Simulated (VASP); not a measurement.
Here is a VASP 6.6.1 calculation.

The input INCAR:

```
SYSTEM = BN
PREC     = Accurate       ! precision mode
ENCUT    = 520            ! plane-wave cutoff, eV
EDIFF    = 1E-7           ! SCF threshold, eV
ISMEAR   = 0              ! smearing method
SIGMA    = 0.05           ! smearing width, eV
LREAL    = .FALSE.        ! projectors in reciprocal space
LASPH    = .TRUE.         ! aspherical terms in the spheres
NELM     = 60             ! most SCF steps
ALGO     = Normal         ! electronic algorithm
ISIF     = 2              ! what is computed and relaxed
LWAVE    = .FALSE.        ! write WAVECAR
LCHARG   = .FALSE.        ! write CHGCAR
NBANDS   = 16             ! bands
```

Contents of KPOINTS:

```
Automatic mesh
0
G
  12 12 4
  0 0 0
```

POSCAR

```
BN
1.0
    2.4475313905      0.0000000000      0.0000000000
   -1.2237656953      2.1196243608      0.0000000000
    0.0000000000      0.0000000000      7.0356737352
B N
2 2
Direct
    0.3333333333      0.6666666667      0.2500000000
    0.6666666667      0.3333333333      0.7500000000
    0.3333333333      0.6666666667      0.7500000000
    0.6666666667      0.3333333333      0.2500000000
```

Potentials or basis: VASP PAW LDA potentials, release 64 (B, N).

The run is started by

```bash
$ cat potpaw_LDA.64/B/POTCAR potpaw_LDA.64/N/POTCAR > POTCAR
$ mpirun -np 1 vasp_std > vasp.out
```

Q: What does it give for the band gap on the k mesh?

A: 4.27 eV, indirect (least direct gap 4.68 eV).

Q: Predict the pressure.

A: 12.6 GPa.

Stress tensor (GPa, compression positive):
```
19.59  0.00  0.00
 0.00 19.59  0.00
 0.00  0.00 -1.47
```

 A k mesh can miss the band edges.
